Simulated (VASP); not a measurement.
## Ti: single point with LDA

The system is Ti.

```
CELL_PARAMETERS angstrom
2.85699 0.00000 0.00000
-1.42849 2.47423 0.00000
0.00000 0.00000 9.15556
ATOMIC_POSITIONS crystal
Ti 0.00000 0.00000 0.00000
Ti 0.00000 0.00000 0.50000
Ti 0.33333 0.66667 0.25000
Ti 0.66667 0.33333 0.75000
```

```yaml
Program: VASP 6.6.1
Task: single point
Functional: LDA
Potentials_or_basis: VASP PAW LDA potentials, release 64 (Ti_sv)
Cutoff: 520 eV
k_mesh: 12 × 12 × 4
Occupations: fermi-dirac, width 0.1 eV
Spin: no spin polarisation
```

```json
{
  "Pressure": "-0.2 GPa",
  "Band gap on the k mesh": "zero (bands 24 and 25 overlap by 1.11 eV)"
}
```

Levels at points of the mesh, in eV from the Fermi level:
```csv
k point,band 21,band 22,band 23,band 24,band 25,band 26,band 27,band 28
"(0.00, 0.00, 0.00)",0.10,0.13,0.67,0.67,0.75,0.75,0.96,1.08
"(0.50, 0.00, 0.00)",-1.34,-1.32,-1.12,0.00,0.04,0.60,1.18,1.72
"(0.00, 0.00, 0.50)",0.35,0.35,0.65,0.65,0.81,0.81,0.81,0.81
"(0.50, 0.00, 0.50)",-1.66,-1.66,-0.13,-0.13,0.81,0.81,0.96,0.96
```

Run time: 3.1 min on 1 thread of Intel Xeon 8259CL, with other jobs on the host, peak memory 0.21 GiB.
